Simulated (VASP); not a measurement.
# HfC (Fm-3m) in VASP: settings compared, part 2 of 2

VASP 6.6.1.

## (4) Relaxation of cell and atoms, PBEsol

Contents of INCAR:

```
SYSTEM = HfC
  PREC = Accurate
  ENCUT = 600
  EDIFF = 1E-6
  ISMEAR = -1
  SIGMA = 0.05
  LREAL = .FALSE.
  LASPH = .TRUE.
  NELM = 100
  ALGO = Normal
  ISIF = 3
  LWAVE = .FALSE.
  LCHARG = .FALSE.
  GGA = PS
  IBRION = 2
  NSW = 60
  EDIFFG = -0.01
```

Contents of KPOINTS:

```
Automatic mesh
0
G
  10 10 10
  0 0 0
```

Contents of POSCAR:

```
HfC
1.0
    0.0000000000      2.3250000000      2.3250000000
    2.3250000000      0.0000000000      2.3250000000
    2.3250000000      2.3250000000      0.0000000000
Hf C
1 1
Direct
    0.5000000000      0.5000000000      0.5000000000
    0.0000000000      0.0000000000      0.0000000000
```

On the command line:

```bash
cat potpaw_PBE.64/Hf_pv/POTCAR potpaw_PBE.64/C/POTCAR > POTCAR
mpirun -np 1 vasp_std > vasp.out
```

Run time: 24 s. Hardware: 1 thread of Intel Xeon 6975P-C (Granite Rapids), shared host; peak memory 0.17 GiB.

The run converged. Its results:

```
Free energy                            : -22.1956 eV
Relaxed volume                         : 12.20 Å³/atom
Relaxed cell                           : a = 3.256 Å, b = 3.256 Å, c = 3.256 Å, α = 60.00°, β = 60.00°, γ = 60.00°
Space group after relaxing (to 0.05 Å) : Fm-3m (No. 225)
Energy gained by relaxing              : 8.2 meV/atom
Ionic steps                            : 4
Pressure after relaxing                : 0.1 GPa
Band gap on the k mesh                 : zero (band 7 reaches 7.08 eV, above the bottom of band 8 at 5.64 eV)
```

The path:
| step | energy change (eV) | largest force (eV/Å) | pressure (GPa) | volume (Å³) |
| --- | --- | --- | --- | --- |
| 1 | 0.0000 | 0.0000 | -7.04 | 25.14 |
| 2 | 0.0371 | 0.0000 | 14.57 | 23.18 |
| 3 | -0.0164 | 0.0000 | -0.18 | 24.42 |
| 4 | -0.0164 | 0.0000 | 0.05 | 24.40 |

Final structure:
```xyz
2
Lattice="0.0000 2.3022 2.3022 2.3022 0.0000 2.3022 2.3022 2.3022 0.0000" Properties=species:S:1:pos:R:3 pbc="T T T"
Hf    2.3022    2.3022    2.3022
C     2.3022    2.3022    4.6044
```

Levels at points of the mesh, in eV from the Fermi level:
| k point | band 3 | band 4 | band 5 | band 6 | band 7 | band 8 | band 9 | band 10 | band 11 |
| --- | --- | --- | --- | --- | --- | --- | --- | --- | --- |
| (0.00, 0.00, 0.00) | -29.38 | -12.46 | 1.02 | 1.02 | 1.02 | 1.33 | 1.33 | 1.33 | 3.44 |
| (0.50, 0.00, 0.00) | -29.45 | -8.48 | -6.33 | -3.11 | -3.11 | 5.45 | 5.45 | 5.94 | 6.65 |
| (0.50, 0.50, 0.00) | -29.64 | -10.52 | -2.57 | -1.95 | -0.07 | -0.07 | 5.45 | 6.94 | 6.94 |

Caveat: the PAW data sets were made with another functional, which shifts forces and pressure a little; spin-orbit coupling is left out, which moves the levels of the heavy elements.

## (5) Relaxation of cell and atoms, RPBE

Contents of INCAR:

```
SYSTEM = HfC
PREC     = Accurate       ! precision mode
ENCUT    = 600            ! plane-wave cutoff, eV
EDIFF    = 1E-6           ! SCF threshold, eV
ISMEAR   = -1             ! smearing method
SIGMA    = 0.05           ! smearing width, eV
LREAL    = .False.        ! projectors in reciprocal space
LASPH    = .True.         ! aspherical terms in the spheres
NELM     = 80             ! most SCF steps
ALGO     = Normal         ! electronic algorithm
ISIF     = 3              ! what is computed and relaxed
LWAVE    = .False.        ! write WAVECAR
LCHARG   = .False.        ! write CHGCAR
GGA      = RP             ! functional
IBRION   = 2              ! ionic algorithm
NSW      = 60             ! ionic steps
EDIFFG   = -0.01          ! ionic threshold
```

Contents of KPOINTS:

```
Automatic mesh
0
Gamma
  10 10 10
  0 0 0
```

POSCAR is that of step 4.

On the command line:

```bash
cat potpaw_PBE.64/Hf_pv/POTCAR potpaw_PBE.64/C/POTCAR > POTCAR
mpirun -np 1 vasp_std > vasp.out
```

It took 21 s on 1 thread of Intel Xeon 6975P-C (Granite Rapids), shared host; peak memory 0.16 GiB.

It converged, with:

| Item | Value |
| --- | --- |
| Free energy | -20.1365 eV |
| Relaxed volume | 12.75 Å³/atom |
| Relaxed cell | a = 3.304 Å, b = 3.304 Å, c = 3.304 Å, α = 60.00°, β = 60.00°, γ = 60.00° |
| Space group after relaxing (to 0.05 Å) | Fm-3m (No. 225) |
| Energy gained by relaxing | 2.0 meV/atom |
| Ionic steps | 3 |
| Pressure after relaxing | 0.0 GPa |
| Band gap on the k mesh | zero (band 7 reaches 6.94 eV, above the bottom of band 8 at 5.54 eV) |

The path:
```tsv
step	energy change (eV)	largest force (eV/Å)	pressure (GPa)	volume (Å³)
1	0.0000	0.0000	3.44	25.14
2	0.0066	0.0000	-5.28	26.13
3	-0.0039	0.0000	0.00	25.51
```

Final structure:
```xyz
2
Lattice="0.0000 2.3364 2.3364 2.3364 0.0000 2.3364 2.3364 2.3364 0.0000" Properties=species:S:1:pos:R:3 pbc="T T T"
Hf    2.3364    2.3364    2.3364
C     0.0000    0.0000    0.0000
```

Levels at points of the mesh, in eV from the Fermi level:
| k point | band 5 | band 6 | band 7 | band 8 | band 9 | band 10 |
| --- | --- | --- | --- | --- | --- | --- |
| (0.00, 0.00, 0.00) | 0.95 | 0.95 | 0.95 | 1.37 | 1.37 | 1.37 |
| (0.50, 0.00, 0.00) | -6.11 | -2.97 | -2.97 | 5.22 | 5.22 | 5.68 |
| (0.50, 0.50, 0.00) | -2.66 | -1.74 | -0.16 | -0.16 | 5.19 | 6.61 |

Caveat: the PAW data sets were made with another functional, which shifts forces and pressure a little; spin-orbit coupling is left out, which moves the levels of the heavy elements. RPBE and its kin give volumes clearly too large for solids.

## (6) Relaxation of cell and atoms, revPBE

INCAR: that of step 5 with these lines changed.

```diff
@@ -13,3 +13,3 @@
 LCHARG   = .False.        ! write CHGCAR
-GGA      = RP             ! functional
+GGA      = RE             ! functional
 IBRION   = 2              ! ionic algorithm
```

KPOINTS is that of step 5.

POSCAR is that of step 5.

Potentials or basis: VASP PAW PBE potentials, release 64 (Hf_pv, C).

On the command line:

```bash
cat potpaw_PBE.64/Hf_pv/POTCAR potpaw_PBE.64/C/POTCAR > POTCAR
mpirun -np 1 vasp_std > vasp.out
```

Run time: 19 s. Hardware: 1 thread of Intel Xeon 6975P-C (Granite Rapids), shared host; peak memory 0.16 GiB.

It converged, with:

```yaml
Free_energy: -20.2958 eV
Relaxed_volume: 12.70 Å³/atom
Relaxed_cell: a = 3.299 Å, b = 3.299 Å, c = 3.299 Å, α = 60.00°, β = 60.00°, γ = 60.00°
Space_group_after_relaxing_to_0.05_Å: Fm-3m (No. 225)
Energy_gained_by_relaxing: 0.9 meV/atom
Ionic_steps: 3
Pressure_after_relaxing: 0.0 GPa
Band_gap_on_the_k_mesh: zero (band 7 reaches 6.95 eV, above the bottom of band 8 at 5.55 eV)
```

Step by step:
```csv
step,energy change (eV),largest force (eV/Å),pressure (GPa),volume (Å³)
1,0.0000,0.0000,2.38,25.14
2,0.0033,0.0000,-3.78,25.82
3,-0.0019,0.0000,0.01,25.39
```

Final structure:
```yaml
crystal:
  lattice:
    - [0.00000, 2.33284, 2.33284]
    - [2.33284, 0.00000, 2.33284]
    - [2.33284, 2.33284, 0.00000]
  atoms:
    - { symbol: Hf, position: [0.50000, 0.50000, 0.50000] }
    - { symbol: C, position: [0.00000, 0.00000, 0.00000] }
```

Levels at points of the mesh, in eV from the Fermi level:
| k point | band 4 | band 5 | band 6 | band 7 | band 8 | band 9 | band 10 | band 11 |
| --- | --- | --- | --- | --- | --- | --- | --- | --- |
| (0.00, 0.00, 0.00) | -12.33 | 0.96 | 0.96 | 0.96 | 1.37 | 1.37 | 1.37 | 3.33 |
| (0.50, 0.00, 0.00) | -8.67 | -6.13 | -2.98 | -2.98 | 5.24 | 5.24 | 5.71 | 6.44 |
| (0.50, 0.50, 0.00) | -10.45 | -2.65 | -1.76 | -0.15 | -0.15 | 5.22 | 6.64 | 6.64 |

Caveat: the PAW data sets were made with another functional, which shifts forces and pressure a little; spin-orbit coupling is left out, which moves the levels of the heavy elements. revPBE gives volumes clearly too large for solids.

## (7) Summary

| level | potentials or basis | gap on the mesh (eV) | pressure (GPa) | relaxed volume (Å³/atom) |
| --- | --- | --- | --- | --- |
| LDA | VASP PAW LDA potentials, release 64 (Hf_pv, C) | none | 0.0 | 11.98 |
| PBE | VASP PAW PBE potentials, release 64 (Hf_pv, C) | none | 0.0 | 12.54 |
| PBEsol | VASP PAW PBE potentials, release 64 (Hf_pv, C) | none | 0.1 | 12.20 |
| RPBE | VASP PAW PBE potentials, release 64 (Hf_pv, C) | none | 0.0 | 12.75 |
| revPBE | VASP PAW PBE potentials, release 64 (Hf_pv, C) | none | 0.0 | 12.70 |

Alike in all rows: task relaxation of cell and atoms; no spin polarisation; cell relaxed; k mesh 10 × 10 × 10; cutoff (eV) 600; smearing fermi-dirac 0.05 eV.

Caveats: spin-orbit coupling is left out, which moves the levels of the heavy elements; the PAW data sets were made with another functional, which shifts forces and pressure a little (some runs).

Total energies depend on the potentials used, so only differences within one code and one set of settings carry meaning.
